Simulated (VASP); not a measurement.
Runs of VASP 6.6.1 on NaF. The structure is that of space group Fm-3m (No. 225), or close to it. The cells are those of the table. 

| task | cell | k mesh | cutoff (eV) | gap on the mesh (eV) | pressure (GPa) | relaxed volume (Å³/atom) |
| --- | --- | --- | --- | --- | --- | --- |
| relaxation of cell and atoms | relaxed from a = 3.233 Å, angles 60.0°, 2 atoms | 8 × 8 × 8 | 600 | 6.09 | -0.1 | 12.95 |
| relaxation of cell and atoms | relaxed from a = 3.323 Å, angles 60.0°, 2 atoms | 8 × 8 × 8 | 600 | 6.09 | -0.1 | 12.94 |
| single point | a = 3.132 Å, angles 60.0°, 2 atoms | 10 × 10 × 10 | 520 | 7.10 | 12.0 | - |
| single point | a = 3.350 Å, angles 60.0°, 2 atoms | 8 × 8 × 8 | 520 | 5.95 | -1.2 | - |
| relaxation of cell and atoms | relaxed to -1 GPa from a = 3.335 Å, angles 60.0°, 2 atoms | 8 × 8 × 8 | 600 | 5.99 | -0.9 | - |
| single point | a = 3.302 Å, angles 60.0°, 2 atoms | 8 × 8 × 8 | 520 | (b) | 0.8 | - |
| single point | a = 3.323 Å, angles 60.0°, 2 atoms | 8 × 8 × 8 | 520 | (a) | -0.1 | - |

Alike in all rows: level PBE; potentials or basis VASP PAW PBE potentials, release 64 (Na_pv, F); no spin polarisation; smearing gaussian 0.02 eV.

Estimate the missing entries.

(a) 6.08; (b) 6.18.

Caveats: the cell is relaxed towards a set pressure, so the enthalpy falls and the energy may rise (some runs).

A k mesh can miss the band edges.
